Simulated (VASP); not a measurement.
# P (Cmce) in VASP: single point with PBE

Aim: the single point of P with PBE.

Program: VASP 6.6.1. These are calculated values, not measurements. Logs are shortened: lines on timing, memory, paths and dates and some standing lists are left out, and cuts for length are marked.

### 1 The cell of the first run

The structure is orthorhombic, space group Cmce (No. 64). The conventional cell has a = 3.074 Å, b = 9.211 Å, c = 3.449 Å, α = 90.00°, β = 90.00°, γ = 90.00°. Within 3.0 Å of P (site symmetry m) lie 9 P at 2.23 to 2.93 Å.

### 2 Single point, PBE

INCAR reads:

```
SYSTEM = P
PREC     = Accurate       ! precision mode
ENCUT    = 520            ! plane-wave cutoff, eV
EDIFF    = 1E-6           ! SCF threshold, eV
ISMEAR   = -1             ! smearing method
SIGMA    = 0.05           ! smearing width, eV
LREAL    = .FALSE.        ! projectors in reciprocal space
LASPH    = .TRUE.         ! aspherical terms in the spheres
NELM     = 100            ! most SCF steps
ALGO     = Normal         ! electronic algorithm
ISIF     = 2              ! what is computed and relaxed
LWAVE    = .FALSE.        ! write WAVECAR
LCHARG   = .TRUE.         ! write CHGCAR
GGA      = PE             ! functional
LELF     = .TRUE.         ! ELF
LVHAR    = .TRUE.       
NBANDS   = 18             ! bands
```

KPOINTS reads:

```
regular mesh
0
G
  8 8 6
  0 0 0
```

POSCAR reads:

```
P
1.0
    1.5370747781     -4.6054991214      0.0000000000
    1.5370747781      4.6054991214      0.0000000000
    0.0000000000      0.0000000000      3.4487308998
P
4
Direct
    0.8788539109      0.1211460891      0.5054878808
    0.1211460891      0.8788539109      0.4945121192
    0.6211460891      0.3788539109      0.0054878808
    0.3788539109      0.6211460891      0.9945121192
```

Potentials or basis: VASP PAW PBE potentials, release 64 (P).

Launch:

```sh
> cat potpaw_PBE.64/P/POTCAR > POTCAR
> mpirun -np 1 vasp_std > vasp.out
```

OUTCAR:

```text
SYSTEM = P
   PREC = Accurate
   ENCUT = 520
   EDIFF = 1E-6
   ISMEAR = -1
   LREAL = .FALSE.
   LASPH = .TRUE.
   NELM = 100
   ISIF = 2
   GGA = PE

 ion  position               nearest neighbor table
   1  0.879  0.121  0.505-   2 2.23   4 2.28   4 2.28   4 2.34   4 2.34   2 2.83   2 2.83   3 2.93
                             3 2.93
   2  0.121  0.879  0.495-   1 2.23   3 2.28   3 2.28   3 2.34   3 2.34   1 2.83   1 2.83   4 2.93
                             4 2.93
   3  0.621  0.379  0.005-   4 2.23   2 2.28   2 2.28   2 2.34   2 2.34   4 2.83   4 2.83   1 2.93
                             1 2.93
   4  0.379  0.621  0.995-   3 2.23   1 2.28   1 2.28   1 2.34   1 2.34   3 2.83   3 2.83   2 2.93
                             2 2.93

  LATTYP: Found a base centered orthorhombic cell.
 ALAT       =     3.0741495562
 B/A-ratio  =     2.9962752542
 C/A-ratio  =     1.1218487704

  Lattice vectors:

 A1 = (   1.5370747781,  -4.6054991214,   0.0000000000)
 A2 = (   1.5370747781,   4.6054991214,   0.0000000000)
 A3 = (   0.0000000000,   0.0000000000,   3.4487308998)

Analysis of symmetry for initial positions (statically):
=====================================================================
 Subroutine PRICEL returns:
 Original cell was already a primitive cell.

 Routine SETGRP: Setting up the symmetry group for a
 base centered orthorhombic supercell.

 Subroutine GETGRP returns: Found  8 space group operations
 (whereof  4 operations were pure point group operations)
 out of a pool of  8 trial point group operations.

The static configuration has the point symmetry C_2h.
 The point group associated with its full space group is D_2h.

Analysis of symmetry for dynamics (positions and initial velocities):
=====================================================================
 Subroutine PRICEL returns:
 Original cell was already a primitive cell.

 Routine SETGRP: Setting up the symmetry group for a
 base centered orthorhombic supercell.

 Subroutine GETGRP returns: Found  8 space group operations
 (whereof  4 operations were pure point group operations)
 out of a pool of  8 trial point group operations.

The dynamic configuration has the point symmetry C_2h.
 The point group associated with its full space group is D_2h.

 Subroutine INISYM returns: Found  8 space group operations
 (whereof  4 operations are pure point group operations),
 and found     1 'primitive' translations

----------------------------------------------------------------------------------------

[... 86 lines left out ...]
 SYSTEM =  P
   PREC   = accura    normal or accurate (medium, high low for compatibility)
   ISTART =      0    job   : 0-new  1-cont  2-samecut
   ICHARG =      2    charge: 1-file 2-atom 10-const
   ISPIN  =      1    spin polarized calculation?
   LNONCOLLINEAR =      F non collinear calculations
   LSORBIT =      F    spin-orbit coupling
   LASPH  =      T    aspherical Exc in radial PAW
   ENCUT  =  520.0 eV  38.22 Ry    6.18 a.u.   9.03  9.03  6.41*2*pi/ulx,y,z
   NELM   =    100;   NELMIN=  2; NELMDL= -5     # of ELM steps
   EDIFF  = 0.1E-05   stopping-criterion for ELM
   LREAL  =      F    real-space projection
   EDIFFG = 0.1E-04   stopping-criterion for IOM
   NSW    =      0    number of steps for IOM
   IBRION =     -1    ionic relax: 0-MD 1-quasi-New 2-CG
   NFREE  =      0    steps in history (QN), initial steepest desc. (CG)
   ISIF   =      2    stress and relaxation
   ISYM   =      2    0-nonsym 1-usesym 2-fastsym
   POTIM  = 0.5000    time-step for ionic-motion
   TEBEG  =    0.0;   TEEND  =   0.0 temperature during run
   PSTRESS=    0.0 pullay stress
   NELECT =      20.0000    total number of electrons
   NUPDOWN=      -1.0000    fix difference up-down
   EMIN   =  10.00;   EMAX   =-10.00  energy-range for DOS
   EFERMI =   0.00;   METHOD = LEGACY
   ISMEAR =    -1;   SIGMA  =   0.05  broadening in eV -4-tet -1-fermi 0-gaus
   EFERMI_NEDOS =   21; number of points for ismear=-14 and -15
   IALGO  =     38    algorithm
   IMIX   =      4    mixing-type and parameters
     AMIX     =   0.40;   BMIX     =  1.00
     AMIX_MAG =   1.60;   BMIX_MAG =  1.00
  volume/ion in A,a.u.               =      12.21        82.38
  Fermi-wavevector in a.u.,A,eV,Ry     =   1.215807  2.297541 20.111937  1.478186
  Thomas-Fermi vector in A             =   2.351181
   LORBIT       =      0    0 simple, 1 ext, 2 COOP (PROOUT), +10 PAW based schemes
   GGA     = PE    functional components
[... 5 lines left out ...]
 non-spin polarized calculation
  energy-cutoff  :      520.00
  volume of cell :       48.83
 maximum number of plane-waves:      1332
   NGX = 19   NGY = 19   NGZ = 13

 number of electron      20.0000000 magnetization

 Free energy of the ion-electron system (eV)
  ---------------------------------------------------
  ext. energy  EPLUGINS =         0.00000000
  ---------------------------------------------------
  free energy    TOTEN  =       -19.53499891 eV

  energy without entropy =      -19.52604567  energy(sigma->0) =      -19.53052229

 E-fermi :  12.4226     XC(G=0): -12.1410

 val. band max:       12.4166737751   @ k =   0.5000   0.1250   0.0000
 cond. band min:      12.4534975769   @ k =   0.3750   0.3750   0.1667
 fundamental gap:      0.0368238018
 Fermi energy:        12.4226194801

 k-point     1 :       0.0000    0.0000    0.0000
  band No.  band energies     occupation
      1      -6.0768      2.00000
      2      -0.8457      2.00000
      3       2.2908      2.00000
      4       5.0162      2.00000
      5       5.1746      2.00000
      6       8.5727      2.00000
[... 481 lines left out ...]
      5       4.2269      2.00000
      6       5.1187      2.00000
[... 10 lines left out ...]
     17      19.9604      0.00000
     18      20.0793      0.00000

 [... further k-points ...]
[... 5 lines left out ...]
  --------------------------------------------------------------------------------------
  -------------------------------------------------------------------------------------
  Total        8.9912855      8.9442331      8.9801014      0.0000000      0.0000000      0.0000000
  in kB      295.0335230    293.4895813    294.6665374      0.0000000      0.0000000      0.0000000
  external PRESSURE =     294.3965472 kB  Pullay stress =       0.0000000 kB

 VOLUME and BASIS-vectors are now :
 -----------------------------------------------------------------------------
  energy-cutoff  :      520.00
  volume of cell :       48.83
      direct lattice vectors                 reciprocal lattice vectors
     1.537074778 -4.605499121  0.000000000     0.325293217 -0.108565866  0.000000000
     1.537074778  4.605499121  0.000000000     0.325293217  0.108565866  0.000000000
     0.000000000  0.000000000  3.448730900     0.000000000  0.000000000  0.289961736

 POSITION                                       TOTAL-FORCE (eV/Angst)
 -----------------------------------------------------------------------------------
      1.53707     -3.48962      1.74329         0.000000     -0.036850      0.008171
      1.53707      3.48962      1.70544         0.000000      0.036850     -0.008171
      1.53707     -1.11588      0.01893         0.000000      0.036850      0.008171
      1.53707      1.11588      3.42980         0.000000     -0.036850     -0.008171
 -----------------------------------------------------------------------------------
    total drift:                                0.000000      0.000000      0.000000

  FREE ENERGIE OF THE ION-ELECTRON SYSTEM (eV)
  ---------------------------------------------------
  free  energy   TOTEN  =       -19.5349989066 eV

  energy  without entropy=      -19.5260456716  energy(sigma->0) =      -19.53052229
```

OSZICAR:

```text
N       E                     dE             d eps       ncg     rms          rms(c)
DAV:   1     0.553261601375E+02    0.55326E+02   -0.91307E+03  3024   0.100E+03
DAV:   2    -0.167024278503E+02   -0.72029E+02   -0.69070E+02  4046   0.165E+02
DAV:   3    -0.195880885169E+02   -0.28857E+01   -0.28548E+01  3946   0.306E+01
DAV:   4    -0.196084538475E+02   -0.20365E-01   -0.20346E-01  4042   0.304E+00
DAV:   5    -0.196085837697E+02   -0.12992E-03   -0.12988E-03  3892   0.232E-01    0.126E+01
DAV:   6    -0.195543581731E+02    0.54226E-01   -0.44146E-02  3632   0.120E+00    0.750E+00
DAV:   7    -0.195351718581E+02    0.19186E-01   -0.42519E-02  3744   0.118E+00    0.244E-01
DAV:   8    -0.195349537563E+02    0.21810E-03   -0.40437E-03  3602   0.388E-01    0.177E-01
DAV:   9    -0.195349859848E+02   -0.32229E-04   -0.25951E-04  3880   0.995E-02    0.829E-02
DAV:  10    -0.195349953214E+02   -0.93366E-05   -0.23277E-05  3724   0.297E-02    0.221E-02
DAV:  11    -0.195349988087E+02   -0.34873E-05   -0.29026E-06  3456   0.124E-02    0.677E-03
DAV:  12    -0.195349989066E+02   -0.97881E-07   -0.27476E-07  1838   0.330E-03
   1 F= -.19534999E+02 E0= -.19530522E+02  d E =-.895323E-02
```

stdout:

```text
POSCAR found type information on POSCAR P
 POSCAR found :  1 types and       4 ions
 scaLAPACK will be used
 LDA part: xc-table for (Slater+PW92), standard interpolation
 POSCAR, INCAR and KPOINTS ok, starting setup
 FFT: planning ... GRIDC
 FFT: planning ... GRID_SOFT
 FFT: planning ... GRID
 WAVECAR not read
 entering main loop
```

Run time: 25 s. Hardware: 1 thread of Intel Xeon 6975P-C (Granite Rapids), shared host; peak memory 0.2 GiB.

What came out:

| Item | Value |
| --- | --- |
| Free energy | -19.5350 eV |
| Pressure | 29.4 GPa |
| Largest force | 0.038 eV/Å |
| Band gap on the k mesh | zero (band 10 reaches 13.65 eV, above the bottom of band 11 at 11.10 eV) |

Forces on the atoms (eV/Å):
```
P    0.000 -0.037  0.008
P    0.000  0.037 -0.008
P    0.000  0.037  0.008
P    0.000 -0.037 -0.008
```

Stress tensor (GPa, compression positive):
```
29.50  0.00  0.00
 0.00 29.35  0.00
 0.00  0.00 29.47
```
